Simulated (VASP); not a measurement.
# Tl (I4/mmm) in VASP: a series of runs

The runs below take Tl through single point, with PBE+D3(BJ).

Program: VASP 6.6.1. These are calculated values, not measurements. Logs are shortened: lines on timing, memory, paths and dates and some standing lists are left out, and cuts for length are marked.

### 1 The cell of the first run

Symmetry: I4/mmm, No. 139, tetragonal system. Conventional cell: a = 3.282 Å, b = 3.282 Å, c = 5.570 Å, α = 90.00°, β = 90.00°, γ = 90.00°. Within 4.3 Å of Tl (site symmetry 4/mmm) lie 12 Tl at 3.28 to 3.63 Å.

### 2 Single point, PBE+D3(BJ)

INCAR

```
SYSTEM = Tl
PREC = Accurate
ENCUT = 520
EDIFF = 1E-6
ISMEAR = 0
SIGMA = 0.15
LREAL = .False.
LASPH = .True.
NELM = 100
ALGO = Fast
ISIF = 2
LWAVE = .False.
LCHARG = .False.
GGA = PE
IVDW = 12
NBANDS = 12
```

KPOINTS

```
regular mesh
0
Gamma
  18 18 18
  0 0 0
```

POSCAR

```
Tl
1.0
    0.0000000000      2.3209159598      2.7850991517
    2.3209159598      0.0000000000      2.7850991517
    2.3209159598      2.3209159598      0.0000000000
Tl
1
Direct
    0.0000000000      0.0000000000      0.0000000000
```

Potentials or basis: VASP PAW PBE potentials, release 64 (Tl_d).

Run with:

```bash
$ cat potpaw_PBE.64/Tl_d/POTCAR > POTCAR
$ mpirun -np 1 vasp_std > vasp.out
```

OUTCAR:

```text
SYSTEM = Tl
   PREC = Accurate
   ENCUT = 520
   EDIFF = 1E-6
   ISMEAR = 0
   LREAL = .False.
   LASPH = .True.
   NELM = 100
   ISIF = 2
   GGA = PE
   IVDW = 12
 IVDW          = 12

 ion  position               nearest neighbor table
   1  0.000  0.000  0.000-

  LATTYP: Found a body centered tetragonal cell.
 ALAT       =     3.2822708275
 C/A-ratio  =     1.6970562748

  Lattice vectors:

 A1 = (  -2.3209159598,   0.0000000000,   2.7850991517)
 A2 = (   2.3209159598,   0.0000000000,   2.7850991517)
 A3 = (   0.0000000000,   2.3209159598,  -2.7850991517)

Analysis of symmetry for initial positions (statically):
=====================================================================
 Subroutine PRICEL returns:
 Original cell was already a primitive cell.

 Routine SETGRP: Setting up the symmetry group for a
 body centered tetragonal supercell.

 Subroutine GETGRP returns: Found 16 space group operations
 (whereof 16 operations were pure point group operations)
 out of a pool of 16 trial point group operations.

The static configuration has the point symmetry D_4h.

Analysis of symmetry for dynamics (positions and initial velocities):
=====================================================================
 Subroutine PRICEL returns:
 Original cell was already a primitive cell.

 Routine SETGRP: Setting up the symmetry group for a
 body centered tetragonal supercell.

 Subroutine GETGRP returns: Found 16 space group operations
 (whereof 16 operations were pure point group operations)
 out of a pool of 16 trial point group operations.

The dynamic configuration has the point symmetry D_4h.

 Subroutine INISYM returns: Found 16 space group operations
 (whereof 16 operations are pure point group operations),
 and found     1 'primitive' translations

----------------------------------------------------------------------------------------

                                     Primitive cell

  volume of cell :      30.0047

  direct lattice vectors                    reciprocal lattice vectors
     0.000000000  2.320915960  2.785099152    -0.215432187  0.215432187  0.179526822
     2.320915960  0.000000000  2.785099152     0.215432187 -0.215432187  0.179526822
     2.320915960  2.320915960  0.000000000     0.215432187  0.215432187 -0.179526822

  length of vectors
     3.625386625  3.625386625  3.282270827     0.353626829  0.353626829  0.353626829

  position of ions in fractional coordinates (direct lattice)
     0.000000000  0.000000000  0.000000000

  ion indices of the primitive-cell ions
   primitive index   ion index
                 1           1

----------------------------------------------------------------------------------------

 KPOINTS: regular mesh

Automatic generation of k-mesh.
 Grid dimensions read from file:
 generate k-points for:   18   18   18

 Generating k-lattice:

  Cartesian coordinates                     Fractional coordinates (reciprocal lattice)
    -0.011968455  0.011968455  0.009973712     0.055555556  0.000000000  0.000000000
     0.011968455 -0.011968455  0.009973712     0.000000000  0.055555556  0.000000000
     0.011968455  0.011968455 -0.009973712     0.000000000  0.000000000  0.055555556

  Length of vectors
     0.019645935  0.019645935  0.019645935

  Shift w.r.t. Gamma in fractional coordinates (k-lattice)
     0.000000000  0.000000000  0.000000000

 Subroutine IBZKPT returns following result:
 ===========================================

 Found    480 irreducible k-points:

 Following reciprocal coordinates:
            Coordinates               Weight
  0.000000  0.000000  0.000000      1.000000
  0.055556 -0.000000  0.000000      8.000000
  0.111111 -0.000000  0.000000      8.000000
  0.166667  0.000000  0.000000      8.000000
  0.222222  0.000000  0.000000      8.000000
  0.277778  0.000000  0.000000      8.000000
[... 16 lines left out ...]
 -0.277778  0.055556  0.000000      8.000000
 -0.222222  0.055556  0.000000      8.000000
 [... further k-points ...]
   k-points           NKPTS =    480   k-points in BZ     NKDIM =    480   number of bands    NBANDS=     12
   number of dos      NEDOS =    301   number of ions     NIONS =      1
   total plane-waves  NPLWV =  18816
   dimension x,y,z NGX =    28 NGY =   28 NGZ =   24
   dimension x,y,z NGXF=    56 NGYF=   56 NGZF=   48
   ions per type =               1
   NGX,Y,Z   is equivalent  to a cutoff of  12.84, 12.84, 12.16 a.u.
   NGXF,Y,Z  is equivalent  to a cutoff of  25.68, 25.68, 24.31 a.u.
 SYSTEM =  Tl
   PREC   = accura    normal or accurate (medium, high low for compatibility)
   ISTART =      0    job   : 0-new  1-cont  2-samecut
   ICHARG =      2    charge: 1-file 2-atom 10-const
   ISPIN  =      1    spin polarized calculation?
   LNONCOLLINEAR =      F non collinear calculations
   LSORBIT =      F    spin-orbit coupling
   LASPH  =      T    aspherical Exc in radial PAW
   ENCUT  =  520.0 eV  38.22 Ry    6.18 a.u.   6.74  6.74  6.10*2*pi/ulx,y,z
   NELM   =    100;   NELMIN=  2; NELMDL= -5     # of ELM steps
   EDIFF  = 0.1E-05   stopping-criterion for ELM
   LREAL  =      F    real-space projection
   EDIFFG = 0.1E-04   stopping-criterion for IOM
   NSW    =      0    number of steps for IOM
   IBRION =     -1    ionic relax: 0-MD 1-quasi-New 2-CG
   NFREE  =      0    steps in history (QN), initial steepest desc. (CG)
   ISIF   =      2    stress and relaxation
   ISYM   =      2    0-nonsym 1-usesym 2-fastsym
   POTIM  = 0.5000    time-step for ionic-motion
   TEBEG  =    0.0;   TEEND  =   0.0 temperature during run
   PSTRESS=    0.0 pullay stress
   NELECT =      13.0000    total number of electrons
   NUPDOWN=      -1.0000    fix difference up-down
   EMIN   =  10.00;   EMAX   =-10.00  energy-range for DOS
   EFERMI =   0.00;   METHOD = LEGACY
   ISMEAR =     0;   SIGMA  =   0.15  broadening in eV -4-tet -1-fermi 0-gaus
   EFERMI_NEDOS =   21; number of points for ismear=-14 and -15
   IALGO  =     68    algorithm
   IMIX   =      4    mixing-type and parameters
     AMIX     =   0.40;   BMIX     =  1.00
     AMIX_MAG =   1.60;   BMIX_MAG =  1.00
  volume/ion in A,a.u.               =      30.00       202.48
  Fermi-wavevector in a.u.,A,eV,Ry     =   1.238776  2.340947 20.879038  1.534566
  Thomas-Fermi vector in A             =   2.373287
   LORBIT       =      0    0 simple, 1 ext, 2 COOP (PROOUT), +10 PAW based schemes
   GGA     = PE    functional components
   LHFCALC =     F    Hartree Fock is set to
   AEXX    =    0.0000 exact exchange contribution
   IVDW    =    12    specifies the selected vdW correction
   LEPSILON=     F    determine dielectric tensor
   LRPA    =     F    only Hartree local field effects (RPA)
 non-spin polarized calculation
 RMM-DIIS sequential band-by-band and
 Gauss-broadening in eV      SIGMA  =   0.15
  energy-cutoff  :      520.00
  volume of cell :       30.00
 maximum number of plane-waves:       830
   NGX = 13   NGY = 13   NGZ = 13

 number of electron      12.9999999 magnetization

 Free energy of the ion-electron system (eV)
  ---------------------------------------------------
  ext. energy  EPLUGINS =         0.00000000
  ---------------------------------------------------
  free energy    TOTEN  =        -2.19565321 eV

  energy without entropy =       -2.18894448  energy(sigma->0) =       -2.19229884

 E-fermi :   6.0723     XC(G=0):  -9.9475

 val. band max:        6.0600361926   @ k =  -0.3333  -0.0000   0.1667
 cond. band min:       6.0769503319   @ k =   0.5000   0.0000   0.3333
 fundamental gap:      0.0169141393
 Fermi energy:         6.0723468487

 k-point     1 :       0.0000    0.0000    0.0000
  band No.  band energies     occupation
      1      -5.7483      2.00000
      2      -5.4389      2.00000
      3      -5.3417      2.00000
      4      -5.3417      2.00000
      5      -5.0788      2.00000
      6      -3.6552      2.00000
      7      15.8159      0.00000
      8      15.9763      0.00000
      9      15.9763      0.00000
     10      17.2884      0.00000
     11      18.2360      0.00000
     12      20.0313      0.00000

 k-point     2 :       0.0556   -0.0000    0.0000
  band No.  band energies     occupation
      1      -5.7377      2.00000
      2      -5.4346      2.00000
      3      -5.3458      2.00000
      4      -5.3360      2.00000
      5      -5.0845      2.00000
      6      -3.5917      2.00000
      7      15.1494      0.00000
      8      15.6666      0.00000
      9      15.9660      0.00000
     10      17.1877      0.00000
     11      18.0920      0.00000
     12      20.3710      0.00000

 k-point     3 :       0.1111   -0.0000    0.0000
  band No.  band energies     occupation
      1      -5.7109      2.00000
      2      -5.4242      2.00000
      3      -5.3533      2.00000
      4      -5.3201      2.00000
      5      -5.1003      2.00000
      6      -3.3984      2.00000
      7      13.5353      0.00000
      8      15.1471      0.00000
      9      15.9383      0.00000
     10      17.0354      0.00000
     11      17.8750      0.00000
     12      20.7579      0.00000

 k-point     4 :       0.1667    0.0000    0.0000
  band No.  band energies     occupation
      1      -5.6812      2.00000
      2      -5.4295      2.00000
      3      -5.3362      2.00000
      4      -5.2986      2.00000
      5      -5.1213      2.00000
      6      -3.0700      2.00000
      7      11.7376      0.00000
      8      14.4817      0.00000
      9      15.9008      0.00000
     10      16.8416      0.00000
     11      17.7220      0.00000
     12      21.0705      0.00000

 k-point     5 :       0.2222    0.0000    0.0000
  band No.  band energies     occupation
      1      -5.6603      2.00000
      2      -5.4635      2.00000
      3      -5.2811      2.00000
      4      -5.2763      2.00000
      5      -5.1376      2.00000
      6      -2.6035      2.00000
      7       9.9504      0.00000
      8      13.7950      0.00000
      9      15.8621      0.00000
     10      16.6199      0.00000
     11      17.6326      0.00000
     12      21.2672      0.00000
[... 228 lines left out ...]
      1      -5.6491      2.00000
      2      -5.5975      2.00000
      3      -5.3247      2.00000
      4      -5.0980      2.00000
      5      -5.0029      2.00000
      6       0.0166      2.00000
      7       4.5797      2.00000
      8      11.4857      0.00000
      9      16.0129      0.00000
     10      16.7441      0.00000
     11      17.5432      0.00000
     12      20.4441      0.00000

 k-point    22 :      -0.3333    0.0556    0.0000
  band No.  band energies     occupation
      1      -5.6393      2.00000
      2      -5.5715      2.00000
      3      -5.3079      2.00000
      4      -5.1262      2.00000
      5      -5.0587      2.00000
      6      -0.8235      2.00000
      7       5.9243      1.83719
      8      11.7883      0.00000
      9      16.2365      0.00000
     10      16.8697      0.00000
     11      17.7656      0.00000
     12      20.3931      0.00000

 k-point    23 :      -0.2778    0.0556    0.0000
  band No.  band energies     occupation
      1      -5.6330      2.00000
      2      -5.5330      2.00000
      3      -5.2873      2.00000
      4      -5.1553      2.00000
      5      -5.1359      2.00000
      6      -1.6037      2.00000
      7       7.4552      0.00000
      8      12.2288      0.00000
      9      16.4052      0.00000
     10      17.0416      0.00000
     11      17.9767      0.00000
     12      20.4120      0.00000

 k-point    24 :      -0.2222    0.0556    0.0000
  band No.  band energies     occupation
      1      -5.6336      2.00000
      2      -5.4876      2.00000
      3      -5.2767      2.00000
      4      -5.2221      2.00000
      5      -5.1702      2.00000
      6      -2.2719      2.00000
      7       9.1106      0.00000
      8      12.7877      0.00000
      9      16.4930      0.00000
     10      17.2282      0.00000
     11      18.1300      0.00000
     12      20.4742      0.00000

 [... further k-points ...]

------------------------ aborting loop because EDIFF is reached ----------------------------------------

 Edisp (eV)   -0.32611

 E8    (eV) :    -0.1705

  FORCE on cell =-STRESS in cart. coord.  units (eV):
  Direction    XX          YY          ZZ          XY          YZ          ZX
  --------------------------------------------------------------------------------------
  -------------------------------------------------------------------------------------
  Total       0.00830     0.00830    -0.27207     0.00000    -0.00000     0.00000
  in kB       0.44294     0.44294   -14.52780     0.00000    -0.00000     0.00000
  external pressure =       -4.55 kB  Pullay stress =        0.00 kB

 VOLUME and BASIS-vectors are now :
 -----------------------------------------------------------------------------
  energy-cutoff  :      520.00
  volume of cell :       30.00
      direct lattice vectors                 reciprocal lattice vectors
     0.000000000  2.320915960  2.785099152    -0.215432187  0.215432187  0.179526822
     2.320915960  0.000000000  2.785099152     0.215432187 -0.215432187  0.179526822
     2.320915960  2.320915960  0.000000000     0.215432187  0.215432187 -0.179526822

 POSITION                                       TOTAL-FORCE (eV/Angst)
 -----------------------------------------------------------------------------------
      0.00000      0.00000      0.00000         0.000000     -0.000000     -0.000000
 -----------------------------------------------------------------------------------
    total drift:                                0.000000     -0.000000     -0.000000

  FREE ENERGIE OF THE ION-ELECTRON SYSTEM (eV)
  ---------------------------------------------------
  free  energy   TOTEN  =        -2.5217628011 eV

  energy  without entropy=       -2.5150540641  energy(sigma->0) =       -2.51840843
```

Run time: 3.2 min. Hardware: 1 thread of Intel Xeon 8259CL, shared host; peak memory 0.29 GiB.

What came out:

```
Free energy                : -2.5218 eV
Pressure                   : -0.5 GPa
Band gap on the k mesh     : zero (an odd number of electrons rules out a gap without spin polarisation)
Dispersion energy per atom : -0.326 eV
```

Stress tensor (GPa, compression positive):
```
 0.04  0.00  0.00
 0.00  0.04  0.00
 0.00  0.00 -1.45
```

Caveat: spin-orbit coupling is left out, which moves the levels of the heavy elements.

[end of part 1 of 2]
